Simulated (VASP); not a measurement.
Input of a VASP 6.6.1 run:

Contents of INCAR:

```
PREC = Accurate
ENCUT = 520
EDIFF = 1E-7
ISMEAR = 0
SIGMA = 0.1
LREAL = False
LASPH = True
NELM = 80
ALGO = Fast
ISIF = 2
LWAVE = False
LCHARG = False
GGA = PE
NBANDS = 29
```

Contents of KPOINTS:

```
Automatic mesh
0
Gamma
  10 10 10
```

Contents of POSCAR:

```
TiPt3
1.0
    3.9083009095      0.0000000000      0.0000000000
    0.0000000000      3.9083009095      0.0000000000
    0.0000000000      0.0000000000      3.9083009095
Ti Pt
1 3
Direct
    0.0000000000      0.0000000000      0.0000000000
    0.0000000000      0.5000000000      0.5000000000
    0.5000000000      0.0000000000      0.5000000000
    0.5000000000      0.5000000000      0.0000000000
```

Potentials or basis: VASP PAW PBE potentials, release 64 (Ti_sv, Pt).

Run with:

```sh
$ cat potpaw_PBE.64/Ti_sv/POTCAR potpaw_PBE.64/Pt/POTCAR > POTCAR
$ mpirun -np 1 vasp_std > vasp.out
```

(1) Predict the pressure.

(2) What does it give for the band gap on the k mesh?

Answers

(1) 7.3 GPa.

(2) zero (bands 21 and 22 overlap by 1.83 eV).

Caveat: the cell stands under pressure; spin-orbit coupling is left out, which moves the levels of the heavy elements.
